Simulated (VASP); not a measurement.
## Ti12H2C: single point with PBE

Ti12H2C, a slab with vacuum:

```
CELL_PARAMETERS angstrom
5.90000 0.00000 0.00000
2.95000 5.10955 0.00000
0.00000 0.00000 17.68460
ATOMIC_POSITIONS crystal
Ti 0.00000 0.00000 0.05655
Ti 0.50000 0.00000 0.05655
Ti 0.00000 0.50000 0.05655
Ti 0.50000 0.50000 0.05655
Ti 0.83727 0.33535 0.17980
Ti 0.33509 0.32949 0.18141
Ti 0.83197 0.83522 0.18172
Ti 0.33409 0.83287 0.17826
Ti 0.00846 0.00434 0.30746
Ti 0.49368 0.99035 0.30959
Ti 0.00679 0.50468 0.30927
Ti 0.50599 0.50494 0.30698
C 0.27848 0.77038 0.38935
H 0.13466 0.92047 0.42877
H 0.42818 0.61235 0.42603
```

| Property | Result |
| --- | --- |
| Program | VASP 6.6.1 |
| Task | single point |
| Functional | PBE |
| Potentials or basis | VASP PAW PBE potentials, release 64 (Ti_sv, C, H) |
| Cutoff | 520 eV |
| k mesh | 4 × 4 × 1 |
| Occupations | gaussian, width 0.05 eV |
| Spin | no spin polarisation |
| Dipole correction | no |
| Further INCAR settings | LREAL = Auto; ALGO = Normal; EDIFF = 1e-06; NBANDS = 88 |

```
Largest force          : 0.211 eV/Å
Band gap on the k mesh : zero (bands 75 and 76 overlap by 0.58 eV)
```

Forces in eV/Å, atoms in the order of the input:
```
Ti  -0.124 -0.026 -0.014
Ti   0.117  0.039 -0.018
Ti   0.147  0.106  0.108
Ti  -0.083 -0.112  0.000
Ti  -0.011 -0.004 -0.004
Ti   0.002  0.010 -0.009
Ti   0.001 -0.008 -0.017
Ti   0.005  0.000 -0.015
Ti  -0.010  0.015 -0.023
Ti   0.003  0.001 -0.002
Ti   0.001 -0.004  0.001
Ti   0.007 -0.013 -0.027
C   -0.014 -0.013 -0.003
H   -0.046  0.016  0.008
H    0.005 -0.009  0.016
```

Levels at points of the mesh, in eV from the Fermi level:
```csv
k point,band 73,band 74,band 75,band 76,band 77,band 78,band 79,band 80,band 81,band 82
"(0.00, 0.00, 0.00)",0.20,0.31,0.32,0.65,0.67,0.67,0.69,0.71,0.71,0.72
"(0.50, 0.00, 0.00)",-0.36,-0.31,-0.19,-0.12,-0.07,-0.01,0.07,0.15,0.36,0.49
"(0.50, 0.50, 0.00)",-0.36,-0.25,-0.16,-0.14,-0.08,0.08,0.11,0.14,0.42,0.47
"(0.00, 0.50, 0.00)",-0.36,-0.32,-0.18,-0.12,-0.07,-0.02,0.08,0.15,0.36,0.50
```

It took 21 min on 1 thread of Intel(R) Xeon(R) 6975P-C (Granite Rapids), on a shared host, peak memory 0.79 GiB.

Caveat: there is no dipole correction, which matters where the two faces differ.
